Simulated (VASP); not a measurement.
# SiC: single point with LDA

SiC:

```xyz
8
Lattice="5.3229 0.0000 0.0000 0.0000 5.3229 0.0000 0.0000 0.0000 3.0926" Properties=species:S:1:pos:R:3 pbc="T T T"
Si    3.5961    3.5961    0.0000
Si    4.3883    0.9346    1.5463
Si    1.7268    1.7268    0.0000
Si    0.9346    4.3883    1.5463
C     4.3405    4.3405    1.5463
C     3.6439    1.6791    0.0000
C     0.9824    0.9824    1.5463
C     1.6791    3.6439    0.0000
```

- Program: VASP 6.6.1
- Task: single point
- Functional: LDA
- Potentials or basis: VASP PAW LDA potentials, release 64 (Si, C)
- Cutoff: 520 eV
- k mesh: 6 × 6 × 10
- Occupations: gaussian, width 0.02 eV
- Spin: no spin polarisation
- Dipole correction: no
- k mesh for the DOS: 9 × 9 × 15
- Occupations for the DOS: tetrahedron
- Further INCAR settings: ALGO = Normal; EDIFF = 1e-07; NBANDS = 26

- Valence electrons inside the program's atomic spheres: Si 1.67; C 2.53

Levels at points of the mesh, in eV from the valence-band top:
| k point | band 13 | band 14 | band 15 | band 16 | band 17 | band 18 | band 19 | band 20 |
| --- | --- | --- | --- | --- | --- | --- | --- | --- |
| (0.00, 0.00, 0.00) | -0.45 | -0.13 | -0.06 | -0.06 | 2.72 | 4.33 | 5.21 | 5.21 |

Run time: 5.4 min on 1 thread of Intel Xeon 8259CL (shared host), peak memory 0.3 GiB.
